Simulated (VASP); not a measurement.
CoO: single point with PBEsol

The system is CoO.

```
Co O
1.0
     0.00000    2.17448    2.17448
     2.17448    0.00000    2.17448
     2.17448    2.17448    0.00000
Co O
1 1
Direct
  0.00000 0.00000 0.00000
  0.25000 0.25000 0.25000
```

```yaml
Program: VASP 6.6.1
Task: single point
Functional: PBEsol
Potentials_or_basis: VASP PAW PBE potentials, release 64 (Co, O)
Cutoff: 520 eV
k_mesh: 16 × 16 × 16
Occupations: gaussian, width 0.1 eV
Spin: collinear spin, zero start
Starting_moments: "[0.0, 0.0] μB"
Fixed_moment: 0 μB
Dipole_correction: no
Further_INCAR_settings: ALGO = Normal; EDIFF = 1e-07; NBANDS = 18
```

| Quantity | Value |
| --- | --- |
| Pressure | -6.9 GPa |
| Net moment | 0.00 μB per cell |
| Valence electrons inside the program's atomic spheres | Co 8.29; O 4.96 |

Wall time 32 s on 1 thread of Intel(R) Xeon(R) 6975P-C (Granite Rapids), on a shared host, peak memory 0.21 GiB.

Caveat: the cell stands under tension; the PAW data sets were made with another functional, which shifts forces and pressure a little; the total moment is fixed, so each spin has its own Fermi level.
